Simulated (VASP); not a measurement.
# SnTe (Pm-3m) in VASP: a series of runs

Aim: see how the results for SnTe move with the level of theory and the settings. Levels: LDA, PBEsol. Tasks: single point.

All numbers are computed with VASP 6.6.1; they aren't measurements. Logs are shortened: lines on timing, memory, paths and dates and some standing lists are left out, and cuts for length are marked.

### 1 The cell of the first run

The structure is cubic, space group Pm-3m (No. 221). Conventional cell: a = 3.905 Å, b = 3.905 Å, c = 3.905 Å, α = 90.00°, β = 90.00°, γ = 90.00°. Within 4.4 Å of Te (site symmetry m-3m) lie 8 Sn at 3.38 Å and 6 Te at 3.90 Å. Within 4.4 Å of Sn (site symmetry m-3m) lie 8 Te at 3.38 Å and 6 Sn at 3.90 Å.

### 2 Single point, LDA

INCAR

```
SYSTEM = SnTe
ALGO = Normal
EDIFF = 1E-7
ENCUT = 520
ISIF = 2
ISMEAR = -1
LASPH = .TRUE.
LCHARG = .FALSE.
LREAL = .FALSE.
LWAVE = .FALSE.
NBANDS = 17
NELM = 80
PREC = Accurate
SIGMA = 0.05
```

KPOINTS

```
k-points
0
G
  7 7 7
  0 0 0
```

POSCAR

```
SnTe
1.0
    3.9047000000      0.0000000000      0.0000000000
    0.0000000000      3.9047000000      0.0000000000
    0.0000000000      0.0000000000      3.9047000000
Te Sn
1 1
Direct
    0.5000000000      0.5000000000      0.5000000000
    0.0000000000      0.0000000000      0.0000000000
```

Potentials or basis: VASP PAW LDA potentials, release 64 (Te, Sn_d).

Started as:

```bash
cat potpaw_LDA.64/Te/POTCAR potpaw_LDA.64/Sn_d/POTCAR > POTCAR
mpirun -np 1 vasp_std > vasp.out
```

OUTCAR:

```text
SYSTEM = SnTe
   EDIFF = 1E-7
   ENCUT = 520
   ISIF = 2
   ISMEAR = -1
   LASPH = .TRUE.
   LREAL = .FALSE.
   NELM = 80
   PREC = Accurate

 ion  position               nearest neighbor table
   1  0.500  0.500  0.500-   2 3.38   2 3.38   2 3.38   2 3.38   2 3.38   2 3.38   2 3.38   2 3.38

   2  0.000  0.000  0.000-   1 3.38   1 3.38   1 3.38   1 3.38   1 3.38   1 3.38   1 3.38   1 3.38

  LATTYP: Found a simple cubic cell.
 ALAT       =     3.9047000000

  Lattice vectors:

 A1 = (   3.9047000000,   0.0000000000,   0.0000000000)
 A2 = (   0.0000000000,   3.9047000000,   0.0000000000)
 A3 = (   0.0000000000,   0.0000000000,   3.9047000000)

Analysis of symmetry for initial positions (statically):
=====================================================================
 Subroutine PRICEL returns:
 Original cell was already a primitive cell.

 Routine SETGRP: Setting up the symmetry group for a
 simple cubic supercell.

 Subroutine GETGRP returns: Found 48 space group operations
 (whereof 48 operations were pure point group operations)
 out of a pool of 48 trial point group operations.

The static configuration has the point symmetry O_h .

Analysis of symmetry for dynamics (positions and initial velocities):
=====================================================================
 Subroutine PRICEL returns:
 Original cell was already a primitive cell.

 Routine SETGRP: Setting up the symmetry group for a
 simple cubic supercell.

 Subroutine GETGRP returns: Found 48 space group operations
 (whereof 48 operations were pure point group operations)
 out of a pool of 48 trial point group operations.

The dynamic configuration has the point symmetry O_h .

 Subroutine INISYM returns: Found 48 space group operations
 (whereof 48 operations are pure point group operations),
 and found     1 'primitive' translations

----------------------------------------------------------------------------------------

                                     Primitive cell

  volume of cell :      59.5337

  direct lattice vectors                    reciprocal lattice vectors
     3.904700000  0.000000000  0.000000000     0.256101621  0.000000000  0.000000000
     0.000000000  3.904700000  0.000000000     0.000000000  0.256101621  0.000000000
     0.000000000  0.000000000  3.904700000     0.000000000  0.000000000  0.256101621

  length of vectors
     3.904700000  3.904700000  3.904700000     0.256101621  0.256101621  0.256101621

  position of ions in fractional coordinates (direct lattice)
     0.500000000  0.500000000  0.500000000
     0.000000000  0.000000000  0.000000000

  ion indices of the primitive-cell ions
   primitive index   ion index
                 1           1
                 2           2

----------------------------------------------------------------------------------------

 KPOINTS: k-points

Automatic generation of k-mesh.
 Grid dimensions read from file:
 generate k-points for:    7    7    7

 Generating k-lattice:

  Cartesian coordinates                     Fractional coordinates (reciprocal lattice)
     0.036585946  0.000000000  0.000000000     0.142857143  0.000000000  0.000000000
     0.000000000  0.036585946  0.000000000     0.000000000  0.142857143  0.000000000
     0.000000000  0.000000000  0.036585946     0.000000000  0.000000000  0.142857143

  Length of vectors
     0.036585946  0.036585946  0.036585946

  Shift w.r.t. Gamma in fractional coordinates (k-lattice)
     0.000000000  0.000000000  0.000000000

 Subroutine IBZKPT returns following result:
 ===========================================

 Found     20 irreducible k-points:

 Following reciprocal coordinates:
            Coordinates               Weight
  0.000000  0.000000  0.000000      1.000000
  0.142857  0.000000  0.000000      6.000000
  0.285714  0.000000  0.000000      6.000000
  0.428571  0.000000  0.000000      6.000000
  0.142857  0.142857  0.000000     12.000000
  0.285714  0.142857  0.000000     24.000000
[... 12 lines left out ...]
  0.428571  0.428571  0.285714     24.000000
  0.428571  0.428571  0.428571      8.000000
   k-points           NKPTS =     20   k-points in BZ     NKDIM =     20   number of bands    NBANDS=     17
   number of dos      NEDOS =    301   number of ions     NIONS =      2
   total plane-waves  NPLWV =  27000
   dimension x,y,z NGX =    30 NGY =   30 NGZ =   30
   dimension x,y,z NGXF=    60 NGYF=   60 NGZF=   60
   ions per type =               1   1
   NGX,Y,Z   is equivalent  to a cutoff of  12.77, 12.77, 12.77 a.u.
   NGXF,Y,Z  is equivalent  to a cutoff of  25.55, 25.55, 25.55 a.u.
 SYSTEM =  SnTe
   PREC   = accura    normal or accurate (medium, high low for compatibility)
   ISTART =      0    job   : 0-new  1-cont  2-samecut
   ICHARG =      2    charge: 1-file 2-atom 10-const
   ISPIN  =      1    spin polarized calculation?
   LNONCOLLINEAR =      F non collinear calculations
   LSORBIT =      F    spin-orbit coupling
   LASPH  =      T    aspherical Exc in radial PAW
   ENCUT  =  520.0 eV  38.22 Ry    6.18 a.u.   7.26  7.26  7.26*2*pi/ulx,y,z
   NELM   =     80;   NELMIN=  2; NELMDL= -5     # of ELM steps
   EDIFF  = 0.1E-06   stopping-criterion for ELM
   LREAL  =      F    real-space projection
   EDIFFG = 0.1E-05   stopping-criterion for IOM
   NSW    =      0    number of steps for IOM
   IBRION =     -1    ionic relax: 0-MD 1-quasi-New 2-CG
   NFREE  =      0    steps in history (QN), initial steepest desc. (CG)
   ISIF   =      2    stress and relaxation
   ISYM   =      2    0-nonsym 1-usesym 2-fastsym
   POTIM  = 0.5000    time-step for ionic-motion
   TEBEG  =    0.0;   TEEND  =   0.0 temperature during run
   PSTRESS=    0.0 pullay stress
   NELECT =      20.0000    total number of electrons
   NUPDOWN=      -1.0000    fix difference up-down
   EMIN   =  10.00;   EMAX   =-10.00  energy-range for DOS
   EFERMI =   0.00;   METHOD = LEGACY
   ISMEAR =    -1;   SIGMA  =   0.05  broadening in eV -4-tet -1-fermi 0-gaus
   EFERMI_NEDOS =   21; number of points for ismear=-14 and -15
   IALGO  =     38    algorithm
   IMIX   =      4    mixing-type and parameters
     AMIX     =   0.40;   BMIX     =  1.00
     AMIX_MAG =   1.60;   BMIX_MAG =  1.00
  volume/ion in A,a.u.               =      29.77       200.88
  Fermi-wavevector in a.u.,A,eV,Ry     =   1.138057  2.150615 17.621893  1.295173
  Thomas-Fermi vector in A             =   2.274761
   LORBIT       =      0    0 simple, 1 ext, 2 COOP (PROOUT), +10 PAW based schemes
   GGA     = CA    functional components
   LHFCALC =     F    Hartree Fock is set to
   AEXX    =    0.0000 exact exchange contribution
   IVDW    =     0    specifies the selected vdW correction
   LEPSILON=     F    determine dielectric tensor
   LRPA    =     F    only Hartree local field effects (RPA)
 non-spin polarized calculation
  energy-cutoff  :      520.00
  volume of cell :       59.53
 maximum number of plane-waves:      1614
 NGX is ok and might be reduce to    30
   NGX = 15   NGY = 15   NGZ = 15

 number of electron      19.9999983 magnetization

 Free energy of the ion-electron system (eV)
  ---------------------------------------------------
  ext. energy  EPLUGINS =         0.00000000
  ---------------------------------------------------
  free energy    TOTEN  =        -8.33996564 eV

  energy without entropy =       -8.32049697  energy(sigma->0) =       -8.33023131

 E-fermi :   6.7788     XC(G=0): -10.0923

 val. band max:        6.7256441045   @ k =   0.4286   0.2857   0.2857
 cond. band min:       6.7855620031   @ k =   0.4286   0.2857   0.0000
 fundamental gap:      0.0599178986
 Fermi energy:         6.7787581414

 k-point     1 :       0.0000    0.0000    0.0000
  band No.  band energies     occupation
      1     -14.6367      2.00000
      2     -14.6367      2.00000
      3     -14.6007      2.00000
      4     -14.6007      2.00000
      5     -14.6007      2.00000
      6      -5.5218      2.00000
[... 9 lines left out ...]
     16      17.6840      0.00000
     17      17.6840      0.00000

 k-point     2 :       0.1429    0.0000    0.0000
  band No.  band energies     occupation
      1     -14.6364      2.00000
      2     -14.6304      2.00000
      3     -14.6027      2.00000
      4     -14.6027      2.00000
      5     -14.6005      2.00000
      6      -5.3657      2.00000
[... 9 lines left out ...]
     16      16.9532      0.00000
     17      17.2538      0.00000

 k-point     3 :       0.2857    0.0000    0.0000
  band No.  band energies     occupation
      1     -14.6359      2.00000
      2     -14.6164      2.00000
      3     -14.6073      2.00000
      4     -14.6073      2.00000
      5     -14.6002      2.00000
      6      -4.9384      2.00000
[... 9 lines left out ...]
     16      15.0039      0.00000
     17      17.4768      0.00000

 k-point     4 :       0.4286    0.0000    0.0000
  band No.  band energies     occupation
      1     -14.6354      2.00000
      2     -14.6110      2.00000
      3     -14.6110      2.00000
      4     -14.6051      2.00000
      5     -14.6000      2.00000
      6      -4.4507      2.00000
[... 9 lines left out ...]
     16      17.4881      0.00000
     17      18.3976      0.00000
[... 263 lines left out ...]
      1     -14.6192      2.00000
      2     -14.6180      2.00000
      3     -14.6133      2.00000
      4     -14.6044      2.00000
      5     -14.5931      2.00000
      6      -3.6295      2.00000
[... 9 lines left out ...]
     16      16.5623      0.00000
     17      18.5342      0.00000

 k-point    19 :       0.4286    0.4286    0.2857
  band No.  band energies     occupation
      1     -14.6234      2.00000
      2     -14.6175      2.00000
      3     -14.6173      2.00000
      4     -14.5985      2.00000
      5     -14.5870      2.00000
      6      -3.3773      2.00000
[... 9 lines left out ...]
     16      17.9521      0.00000
     17      19.1781      0.00000

 k-point    20 :       0.4286    0.4286    0.4286
  band No.  band energies     occupation
      1     -14.6222      2.00000
      2     -14.6219      2.00000
      3     -14.6219      2.00000
      4     -14.5868      2.00000
      5     -14.5868      2.00000
      6      -3.1742      2.00000
[... 9 lines left out ...]
     16      19.5398      0.00000
     17      21.3075      0.00000

------------------------ aborting loop because EDIFF is reached ----------------------------------------

  FORCE on cell =-STRESS in cart. coord.  units (eV):
  Direction    XX          YY          ZZ          XY          YZ          ZX
  --------------------------------------------------------------------------------------
  -------------------------------------------------------------------------------------
  Total       -1.7744928     -1.7744928     -1.7744928     -0.0000000     -0.0000000      0.0000000
  in kB      -47.7553262    -47.7553262    -47.7553262     -0.0000000     -0.0000000      0.0000000
  external PRESSURE =     -47.7553262 kB  Pullay stress =       0.0000000 kB

 VOLUME and BASIS-vectors are now :
 -----------------------------------------------------------------------------
  energy-cutoff  :      520.00
  volume of cell :       59.53
      direct lattice vectors                 reciprocal lattice vectors
     3.904700000  0.000000000  0.000000000     0.256101621  0.000000000  0.000000000
     0.000000000  3.904700000  0.000000000     0.000000000  0.256101621  0.000000000
     0.000000000  0.000000000  3.904700000     0.000000000  0.000000000  0.256101621

 POSITION                                       TOTAL-FORCE (eV/Angst)
 -----------------------------------------------------------------------------------
      1.95235      1.95235      1.95235         0.000000      0.000000      0.000000
      0.00000      0.00000      0.00000         0.000000      0.000000      0.000000
 -----------------------------------------------------------------------------------
    total drift:                               -0.000000     -0.000000     -0.000000

  FREE ENERGIE OF THE ION-ELECTRON SYSTEM (eV)
  ---------------------------------------------------
  free  energy   TOTEN  =        -8.3399656435 eV

  energy  without entropy=       -8.3204969677  energy(sigma->0) =       -8.33023131
```

Run time: 33 s. Hardware: 1 thread of AMD EPYC 7R13, shared host; peak memory 0.13 GiB.

What came out:

* Free energy: -8.3400 eV
* Pressure: -4.8 GPa
* Band gap on the k mesh: zero (band 10 reaches 7.02 eV, above the bottom of band 11 at 5.96 eV)

Caveat: spin-orbit coupling is left out, which moves the levels of the heavy elements.

### 3 Single point, LDA (volume scaled by 1.02)

INCAR

```
SYSTEM = SnTe
PREC = Accurate ; ENCUT = 520
EDIFF = 1E-6 ; ISMEAR = -1
SIGMA = 0.05 ; LREAL = .FALSE.
LASPH = .TRUE. ; NELM = 80
ALGO = Normal ; ISIF = 2
LWAVE = .FALSE. ; LCHARG = .TRUE.
GGA = CA ; LELF = .TRUE.
LVHAR = .TRUE. ; NBANDS = 17
```

KPOINTS

```
regular mesh
0
G
  7 7 7
  0 0 0
```

POSCAR

```
SnTe
1.0
    3.9305596940      0.0000000000      0.0000000000
    0.0000000000      3.9305596940      0.0000000000
    0.0000000000      0.0000000000      3.9305596940
Te Sn
1 1
Direct
    0.5000000000      0.5000000000      0.5000000000
    0.0000000000      0.0000000000      0.0000000000
```

Potentials or basis: VASP PAW LDA potentials, release 64 (Te, Sn_d).

Started as:

```bash
cat potpaw_LDA.64/Te/POTCAR potpaw_LDA.64/Sn_d/POTCAR > POTCAR
mpirun -np 1 vasp_std > vasp.out
```

Wall time 35 s (1 thread of AMD EPYC 7R13, shared host); peak memory 0.13 GiB.

The run converged. Its results:

* Free energy: -8.3029 eV
* Pressure: -5.3 GPa
* Band gap on the k mesh: zero (band 10 reaches 6.78 eV, above the bottom of band 11 at 5.77 eV)

Levels at points of the mesh, in eV from the Fermi level:
| k point | band 6 | band 7 | band 8 | band 9 | band 10 | band 11 | band 12 | band 13 | band 14 | band 15 |
| --- | --- | --- | --- | --- | --- | --- | --- | --- | --- | --- |
| (0.00, 0.00, 0.00) | -12.17 | -5.43 | -1.64 | -1.64 | -1.64 | 3.72 | 3.72 | 5.17 | 5.17 | 5.17 |

Caveat: spin-orbit coupling is left out, which moves the levels of the heavy elements.

(Part 1 of 2 ends here.)
